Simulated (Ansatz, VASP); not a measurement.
Hf4C3: VASP beside Ansatz

File INCAR:

```
  PREC = Accurate
  ENCUT = 600
  EDIFF = 1E-7
  ISMEAR = 0
  SIGMA = 0.1
  LREAL = F
  LASPH = T
  NELM = 60
  ALGO = Normal
  ISIF = 3
  LWAVE = F
  LCHARG = F
  GGA = PE
  IBRION = 2
  NSW = 100
  EDIFFG = -0.01
```

The input KPOINTS:

```
regular mesh
0
Gamma
  10 10 10
```

Contents of POSCAR:

```
Hf4C3
1.0
   -2.8605656190      2.8605656190      2.8605656190
    2.8605656190     -2.8605656190      2.8605656190
    2.8605656190      2.8605656190     -2.8605656190
Hf C
4 3
Direct
    0.3857174054      0.3857174054      0.3857174054
    0.0000000000      0.0000000000      0.6142825946
    0.0000000000      0.6142825946      0.0000000000
    0.6142825946      0.0000000000      0.0000000000
    0.0000000000      0.5000000000      0.5000000000
    0.5000000000      0.0000000000      0.5000000000
    0.5000000000      0.5000000000      0.0000000000
```

Input for Ansatz:

```yaml
crystal:
  lattice:
    - [-2.860565619, 2.860565619, 2.860565619]
    - [2.860565619, -2.860565619, 2.860565619]
    - [2.860565619, 2.860565619, -2.860565619]
  atoms:
    - { symbol: Hf, position: [0.3857174054, 0.3857174054, 0.3857174054] }
    - { symbol: Hf, position: [0.0, 0.0, 0.6142825946] }
    - { symbol: Hf, position: [0.0, 0.6142825946, 0.0] }
    - { symbol: Hf, position: [0.6142825946, 0.0, 0.0] }
    - { symbol: C, position: [0.0, 0.5, 0.5] }
    - { symbol: C, position: [0.5, 0.0, 0.5] }
    - { symbol: C, position: [0.5, 0.5, 0.0] }
basis:
  ecutwfc: 420
kpoints:
  mp_grid: { grid: [10, 10, 10] }
hamiltonian:
  xc: pbe
scf:
  occupations: { method: gaussian, width: 0.1 }
output:
  forces: true
  stress: true
  eigenvalues: true
relax:
  adjacent_minimum: "off"
  f_tol: 0.01
  max_steps: 80
  cell: { stress_tol: 0.05 }
```

Alike in both runs: task relaxation of cell and atoms; functional PBE; k mesh 10 × 10 × 10; occupations gaussian, width 0.1 eV; no spin polarisation.

|  | VASP | Ansatz |
| --- | --- | --- |
| version | VASP 6.6.1 | Ansatz 0.2.0 |
| potentials or method | VASP PAW PBE potentials, release 64 (Hf_pv, C), cutoff 600 eV | scalar-relativistic, plane waves, PAW |
| valence electrons in the cell | 52 | 116 |

```tsv
	VASP	Ansatz	Ansatz less VASP
gap on the k mesh at the Fermi level, each at its own relaxed structure (eV)	none	none	-
relaxed volume (Å³/atom)	13.30	13.37	+0.074
relaxed cell length with the largest relative difference (Å)	4.945	4.954	+0.0092
```

A gap of «none» marks a metal or a gap that the smearing closes. VASP's potentials hold 52 valence electrons a cell and Ansatz's 116, so a difference there can come from the potentials and not from the codes.

Neither program's run includes spin-orbit coupling.
